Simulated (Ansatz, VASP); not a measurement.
# One calculation of BaTiO3, two programs

```
CELL_PARAMETERS angstrom
2.81850 1.62726 2.31105
-2.81850 1.62726 2.31105
0.00000 -3.25453 2.31105
ATOMIC_POSITIONS crystal
Ba 0.99697 0.99697 0.99697
Ti 0.48520 0.48520 0.48520
O 0.51025 0.51025 0.01653
O 0.01653 0.51025 0.51025
O 0.51025 0.01653 0.51025
```

Alike in both runs: functional PBEsol; k mesh 4 × 4 × 4; no spin polarisation.

Ansatz relaxed the structure, and its values are those at the end. VASP's run is a single point on that final structure, the one shown.

```csv
,VASP,Ansatz
version,VASP 6.6.1,Ansatz 0.2.0
potentials or method,"VASP PAW PBE potentials, release 64 (Ba_sv, Ti_sv, O)","plane waves, PAW"
plane-wave cutoff (eV),520,420
occupations,"gaussian, width 0.01 eV",fixed
valence electrons in the cell,40,40
```

|  | VASP | Ansatz | Ansatz less VASP |
| --- | --- | --- | --- |
| pressure (GPa) | 1.9 | 0.0 | -1.93 |
| rms of the force components (eV/Å) | 0.026 | 0.000 | -0.0263 |

VASP's potentials were made for PBE, not for PBEsol.

Neither program's run includes spin-orbit coupling.
